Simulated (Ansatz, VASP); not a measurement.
One calculation of Te2Mo, two programs

Contents of INCAR:

```
PREC = Accurate
ENCUT = 520
EDIFF = 1E-6
ISMEAR = -1
SIGMA = 0.05
LREAL = False
LASPH = True
NELM = 100
ALGO = Normal
ISIF = 2
LWAVE = False
LCHARG = False
GGA = CA
NBANDS = 20
```

KPOINTS

```
regular mesh
0
Gamma
  9 9 2
```

POSCAR

```
Te2Mo
1.0
    3.4875546084      0.0000000000      0.0000000000
   -1.7437773042      3.0203108879      0.0000000000
    0.0000000000      0.0000000000     17.1663236088
Te Mo
2 1
Direct
    0.3333333333      0.6666666667      0.1021445500
    0.3333333333      0.6666666667      0.8978554500
    0.0000000000      0.0000000000      0.0000000000
```

Contents of input.yaml:

```yaml
crystal:
  lattice:
    - [3.4875546084, 0.0, 0.0]
    - [-1.7437773042, 3.0203108879, 0.0]
    - [0.0, 0.0, 17.1663236088]
  atoms:
    - { symbol: Te, position: [0.3333333333, 0.6666666667, 0.10214455] }
    - { symbol: Te, position: [0.3333333333, 0.6666666667, 0.89785545] }
    - { symbol: Mo, position: [0.0, 0.0, 0.0] }
hamiltonian:
  xc: lda
  pseudopotentials: { kind: paw }
kpoints:
  mp_grid: { grid: [9, 9, 2] }
scf:
  occupations: { method: fermi_dirac, width: 0.05 }
output:
  forces: true
  stress: true
  eigenvalues: true
```

Alike in both runs: task single point; functional LDA; k mesh 9 × 9 × 2; occupations fermi-dirac, width 0.05 eV; no spin polarisation.

```csv
,VASP,Ansatz
version,VASP 6.6.1,Ansatz 0.2.0
potentials or method,"VASP PAW LDA potentials, release 64 (Te, Mo_sv)",Ansatz PAW
plane-wave cutoff (eV),520,420
valence electrons in the cell,26,46
```

Ansatz gave:

| Item | Value |
| --- | --- |
| gap on the k mesh at the Fermi level (eV) | 1.14 |
| least direct gap on the mesh (eV) | 1.14 |
| rms of the force components (eV/Å) | 0.239 |

Which values does VASP return?

gap on the k mesh at the Fermi level (eV): 1.14; least direct gap on the mesh (eV): 1.14; rms of the force components (eV/Å): 0.269.

LDA's correlation is that of Perdew and Zunger in VASP and of Perdew and Wang (1992) in Ansatz. Atom by atom the forces differ by 0.030 eV/Å (rms over components). VASP's potentials hold 26 valence electrons a cell and Ansatz's 46, so a difference there can come from the potentials and not from the codes.

Neither program's run includes spin-orbit coupling. Noted on Ansatz's run: odd divisions of the mesh miss points on the zone boundary, where band edges often lie, so the gap on the mesh can be too wide.
